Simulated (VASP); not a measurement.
A run of VASP 6.6.1 is set up as follows.

File INCAR:

```
ALGO = Normal
EDIFF = 1E-6
ENCUT = 520
GGA = PE
ISIF = 2
ISMEAR = -1
LASPH = True
LCHARG = True
LELF = True
LREAL = False
LVHAR = True
LWAVE = False
NBANDS = 14
NELM = 60
PREC = Accurate
SIGMA = 0.05
```

KPOINTS

```
k-points
0
Gamma
  14 14 14
```

POSCAR

```
CoSi
1.0
    2.7260211803      0.0000000000      0.0000000000
    0.0000000000      2.7260211803      0.0000000000
    0.0000000000      0.0000000000      2.7260211803
Co Si
1 1
Direct
    0.0000000000      0.0000000000      0.0000000000
    0.5000000000      0.5000000000      0.5000000000
```

Potentials or basis: VASP PAW PBE potentials, release 64 (Co, Si).

Launch:

```sh
$ cat potpaw_PBE.64/Co/POTCAR potpaw_PBE.64/Si/POTCAR > POTCAR
$ mpirun -np 1 vasp_std > vasp.out
```

Task: Estimate the pressure.

Result: 13.9 GPa.

Task: Predict the band gap on the k mesh.

Result: Zero (an odd number of electrons rules out a gap without spin polarisation).

Caveat: the cell stands under pressure; the run has no spin polarisation, though such a crystal can be magnetic. Spin polarisation is off, so any magnetic state and its effect on volume and gap are missing.
